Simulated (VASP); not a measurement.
Wanted: the native input for a VASP 6.6.1 run.

```
Task                   : single point
Functional             : PBE
Potentials or basis    : VASP PAW PBE potentials, release 64 (Na_pv, Cl)
Cutoff                 : 520 eV
k mesh                 : 8 × 8 × 8
Occupations            : fermi-dirac, width 0.03 eV
Spin                   : no spin polarisation
Dipole correction      : no
Further INCAR settings : ALGO = Normal; EDIFF = 1e-06; NBANDS = 14
```

The structure of NaCl lies in POSCAR:

```
NaCl
1.0
    0.0000000000      2.8317500000      2.8317500000
    2.8317500000      0.0000000000      2.8317500000
    2.8317500000      2.8317500000      0.0000000000
Na Cl
1 1
Direct
    0.0000000000      0.0000000000      0.0000000000
    0.5000000000      0.5000000000      0.5000000000
```

These files were run (other wordings do the same):

INCAR

```
ALGO = Normal
EDIFF = 1E-6
ENCUT = 520
GGA = PE
ISIF = 2
ISMEAR = -1
LASPH = T
LCHARG = T
LELF = T
LREAL = F
LVHAR = T
LWAVE = F
NBANDS = 14
NELM = 80
PREC = Accurate
SIGMA = 0.03
```

KPOINTS

```
k-points
0
Gamma
  8 8 8
```

Potentials or basis: VASP PAW PBE potentials, release 64 (Na_pv, Cl).

Run with:

```bash
$ cat potpaw_PBE.64/Na_pv/POTCAR potpaw_PBE.64/Cl/POTCAR > POTCAR
$ mpirun -np 1 vasp_std > vasp.out
```

Results of the run:

* Pressure: 0.4 GPa
* Band gap on the k mesh: 5.06 eV, direct

Wall time 24 s on 1 thread of AMD EPYC 7R43 64-Core Processor (Zen 3) (shared host), peak memory 0.12 GiB.
